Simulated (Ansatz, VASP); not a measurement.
# One calculation of BaTe, two programs

```
Ba Te
1.0
     4.12936    0.00000    0.00000
     0.00000    4.24482    0.00000
     0.00000    0.00000    4.24482
Ba Te
1 1
Direct
  0.00000 0.00000 0.00000
  0.50000 0.50000 0.50000
```

Change from the starting cell: uniaxial_x strain -2.7%.

Alike in both runs: task single point; functional HSE06; k mesh 4 × 4 × 4; no spin polarisation.

|  | VASP | Ansatz |
| --- | --- | --- |
| version | VASP 6.6.1 | Ansatz 0.2.0 |
| potentials or method | VASP PAW PBE potentials, release 64 (Ba_sv, Te) | plane waves, PAW |
| plane-wave cutoff (eV) | 520 | 420 |
| occupations | gaussian, width 0.01 eV | fixed |
| valence electrons in the cell | 16 | 26 |

|  | VASP | Ansatz | Ansatz less VASP |
| --- | --- | --- | --- |
| gap on the k mesh at the Fermi level (eV) | 1.19 | 1.26 | +0.075 |
| pressure (GPa) | 1.0 | 0.6 | -0.37 |
| traceless stress, the component that is largest in VASP (GPa) | 1.52 | 1.51 | -0.007 |

VASP's potentials hold 16 valence electrons a cell and Ansatz's 26, so a difference there can come from the potentials and not from the codes. Ansatz's warnings: stress exchange threshold loose, stress scf threshold loose.

Spin-orbit coupling is off throughout.
